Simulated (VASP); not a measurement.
Wanted: the native input for a VASP 6.6.1 run.

```yaml
Task: single point
Functional: RPBE
Dispersion: D3(BJ)
Potentials_or_basis: VASP PAW PBE potentials, release 64 (Sn_d, O)
Cutoff: 520 eV
k_mesh: 6 × 6 × 6
Occupations: fermi-dirac, width 0.05 eV
Spin: no spin polarisation
Dipole_correction: no
Further_INCAR_settings: ALGO = Normal; EDIFF = 1e-06; NBANDS = 64
```

The structure of SnO2 lies in POSCAR:

```
SnO2
1.0
   -3.1966470583      3.3379707375      3.3379748880
    3.1966470583     -3.3379707375      3.3379748880
    3.1966470583      3.3379707375     -3.3379748880
Sn O
4 8
Direct
    0.5000000000      0.0000000000      0.0000000000
    0.5000000000      0.5000000000      0.5000000000
    0.0000188641      0.7500188641      0.2500000000
    0.9999811359      0.2499811359      0.7500000000
    0.8054113093      0.8053999219      0.4999886127
    0.8054113093      0.3054226966      0.0000113873
    0.3053959116      0.2499846395      0.0554112721
    0.6945733674      0.2499846395      0.4445887279
    0.3054266326      0.7500153605      0.5554112721
    0.1945886907      0.6945773034      0.9999886127
    0.6946040884      0.7500153605      0.9445887279
    0.1945886907      0.1946000781      0.5000113873
```

One way to write it, as run:

INCAR

```
PREC     = Accurate       # precision mode
ENCUT    = 520            # plane-wave cutoff, eV
EDIFF    = 1E-6           # SCF threshold, eV
ISMEAR   = -1             # smearing method
SIGMA    = 0.05           # smearing width, eV
LREAL    = False          # projectors in reciprocal space
LASPH    = True           # aspherical terms in the spheres
NELM     = 100            # most SCF steps
ALGO     = Normal         # electronic algorithm
ISIF     = 2              # what is computed and relaxed
LWAVE    = False          # write WAVECAR
LCHARG   = False          # write CHGCAR
GGA      = RP             # functional
IVDW     = 12             # dispersion correction
NBANDS   = 64             # bands
```

KPOINTS

```
Automatic mesh
0
Gamma
  6 6 6
```

Potentials or basis: VASP PAW PBE potentials, release 64 (Sn_d, O).

Launch:

```console
$ cat potpaw_PBE.64/Sn_d/POTCAR potpaw_PBE.64/O/POTCAR > POTCAR
$ mpirun -np 1 vasp_std > vasp.out
```

Results of the run:

The pressure is 0.7 GPa, the largest force is 0.015 eV/Å and the band gap on the k mesh is 1.35 eV. The dispersion energy per atom is -0.911 eV.

Caveat: the PAW data sets were made with another functional, which shifts forces and pressure a little; spin-orbit coupling is left out, which moves the levels of the heavy elements.

Run time: 14 min on 1 thread of Intel Xeon 8259CL, with other jobs on the host, peak memory 0.45 GiB.
